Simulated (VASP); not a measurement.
**Ti3N3Cl: single point with PBE**

Slab: Ti3N3Cl, a slab with vacuum.

```
N Ti Cl
1.0
     3.00286    0.00000    0.00000
    -1.50143    2.60055    0.00000
     0.00000    0.00000   21.55415
N Ti Cl
3 3 1
Cartesian
  0.0000 1.7337 4.0000
  0.0000 0.0000 6.4518
  1.5014 0.8668 8.9392
  1.5014 0.8668 5.2259
  0.0000 1.7337 7.7058
  0.0000 0.0000 10.0541
  1.5014 0.8668 11.8049
```

```json
{"Program": "VASP 6.6.1", "Task": "single point", "Functional": "PBE", "Potentials or basis": "VASP PAW PBE potentials, release 64 (N, Ti_sv, Cl)", "Cutoff": "520 eV", "k mesh": "9 × 9 × 1", "Occupations": "gaussian, width 0.1 eV", "Spin": "no spin polarisation", "Dipole correction": "yes", "Further INCAR settings": "ALGO = Normal; EDIFF = 1e-07; NBANDS = 38"}
```

```json
{
  "Largest force": "5.708 eV/Å",
  "Band gap on the k mesh": "zero (band 29 reaches 0.98 eV, above the bottom of band 30 at 0.94 eV)"
}
```

Forces on the atoms (eV/Å):
```
N    0.000  0.000  4.364
N    0.000  0.000  1.509
N    0.000  0.000 -0.728
Ti   0.000  0.000 -5.708
Ti   0.000  0.000 -0.394
Ti   0.000  0.000  0.950
Cl   0.000  0.000  0.006
```

Levels at points of the mesh, in eV from the Fermi level:
| k point | band 27 | band 28 | band 29 | band 30 | band 31 | band 32 |
| --- | --- | --- | --- | --- | --- | --- |
| (0.00, 0.00, 0.00) | -0.39 | -0.39 | 0.14 | 0.14 | 0.14 | 1.38 |

It took 7.1 min on 1 thread of Oxide Virtual Turin-like Processor, on a shared host, peak memory 0.28 GiB.
